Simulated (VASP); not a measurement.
Input of a VASP 6.6.1 run:

Contents of POSCAR:

```
BaTiO3
1.0
    3.9939696187      0.0000000000      0.0000000000
    0.0000000000      3.9939696187      0.0000000000
    0.0000000000      0.0000000000      3.9941038410
Ba Ti O
1 1 3
Direct
    0.0000000000      0.0000000000      0.0000000000
    0.4916624303      0.5000000000      0.5000000000
    0.5000000000      0.5000000000      0.0000000000
    0.5000000000      0.0000000000      0.5000000000
    0.0000000000      0.5000000000      0.5000000000
```

The input INCAR.step1:

```
PREC = Accurate
ENCUT = 520
ISMEAR = 0
SIGMA = 0.05
LREAL = F
LASPH = T
NELM = 100
NBANDS = 28
GGA = PE
ALGO = Normal
EDIFF = 1E-4
LWAVE = T
LCHARG = F
```

Contents of INCAR.step2:

```
PREC = Accurate
ENCUT = 520
EDIFF = 1E-6
ISMEAR = 0
SIGMA = 0.05
LREAL = F
LASPH = T
NELM = 100
ALGO = Normal
ISIF = 2
LWAVE = F
LCHARG = F
METAGGA = R2SCAN
LMIXTAU = T
NBANDS = 28
ISTART = 1
```

File KPOINTS:

```
Automatic mesh
0
Gamma
  8 8 8
```

Potentials or basis: VASP PAW PBE potentials, release 64 (Ba_sv, Ti_sv, O).

The run is started by

```console
$ cat potpaw_PBE.64/Ba_sv/POTCAR potpaw_PBE.64/Ti_sv/POTCAR potpaw_PBE.64/O/POTCAR > POTCAR
$ cp INCAR.step1 INCAR
$ mpirun -np 1 vasp_std > vasp.out
$ cp INCAR.step2 INCAR
$ mpirun -np 1 vasp_std > vasp.out
```

Problem. Predict the largest force.

Solution. 0.165 eV/Å.

Problem. Predict the pressure.

Solution. 2.1 GPa.

Problem. Predict the band gap on the k mesh.

Solution. 2.15 eV (least direct gap 2.32 eV).

Forces in eV/Å, atoms in the order of the input:
```
Ba  -0.126  0.000  0.000
Ti   0.017  0.000  0.000
O   -0.029  0.000  0.000
O   -0.029  0.000  0.000
O    0.165  0.000  0.000
```

Caveat: the cell differs from its parent crystal (atom 2 (Ti) moved -0.033 Å along Cartesian [1 0 0]); the PAW data sets were made with another functional, which shifts forces and pressure a little; spin-orbit coupling is left out, which moves the levels of the heavy elements. A k mesh can miss the band edges.
